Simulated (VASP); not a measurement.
A run of VASP 6.6.1 is set up as follows.

INCAR

```
ALGO = Normal
EDIFF = 1E-6
ENCUT = 520
GGA = PE
ISIF = 2
ISMEAR = 0
LASPH = T
LCHARG = F
LREAL = F
LWAVE = F
NBANDS = 15
NELM = 100
PREC = Accurate
SIGMA = 0.01
```

File KPOINTS:

```
k-points
0
Gamma
  4 4 4
```

The input POSCAR:

```
BaTe
1.0
    0.0000000000      3.4100000000      3.4100000000
    3.4100000000      0.0000000000      3.4100000000
    3.4100000000      3.4100000000      0.0000000000
Ba Te
1 1
Direct
    0.0000000000      0.0000000000      0.0000000000
    0.5000000000      0.5000000000      0.5000000000
```

Potentials or basis: VASP PAW PBE potentials, release 64 (Ba_sv, Te).

The run is started by

```bash
$ cat potpaw_PBE.64/Ba_sv/POTCAR potpaw_PBE.64/Te/POTCAR > POTCAR
$ mpirun -np 1 vasp_std > vasp.out
```

Task: Estimate the band gap on the k mesh.

Result: 1.32 eV, indirect (least direct gap 1.70 eV).

Task: Predict the pressure.

Result: 4.3 GPa.

Caveat: spin-orbit coupling is left out, which moves the levels of the heavy elements. A k mesh can miss the band edges.
